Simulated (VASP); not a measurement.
Input of a VASP 6.6.1 run:

Contents of INCAR:

```
SYSTEM = La
ALGO     = Normal         ! electronic algorithm
EDIFF    = 1E-6           ! SCF threshold, eV
ENCUT    = 520            ! plane-wave cutoff, eV
GGA      = PE             ! functional
ISIF     = 2              ! what is computed and relaxed
ISMEAR   = -1             ! smearing method
LASPH    = .TRUE.         ! aspherical terms in the spheres
LCHARG   = .FALSE.        ! write CHGCAR
LREAL    = .FALSE.        ! projectors in reciprocal space
LWAVE    = .FALSE.        ! write WAVECAR
NBANDS   = 12             ! bands
NELM     = 100            ! most SCF steps
PREC     = Accurate       ! precision mode
SIGMA    = 0.05           ! smearing width, eV
```

Contents of KPOINTS:

```
k-points
0
G
  12 12 12
  0 0 0
```

The input POSCAR:

```
La
1.0
    0.0000000000      2.6302276524      2.6302276524
    2.6302276524      0.0000000000      2.6302276524
    2.6302276524      2.6302276524      0.0000000000
La
1
Direct
    0.0000000000      0.0000000000      0.0000000000
```

Potentials or basis: VASP PAW PBE potentials, release 64 (La).

The run is started by

```sh
$ cat potpaw_PBE.64/La/POTCAR > POTCAR
$ mpirun -np 1 vasp_std > vasp.out
```

(1) Predict the pressure.

Results:

(1) 0.3 GPa.
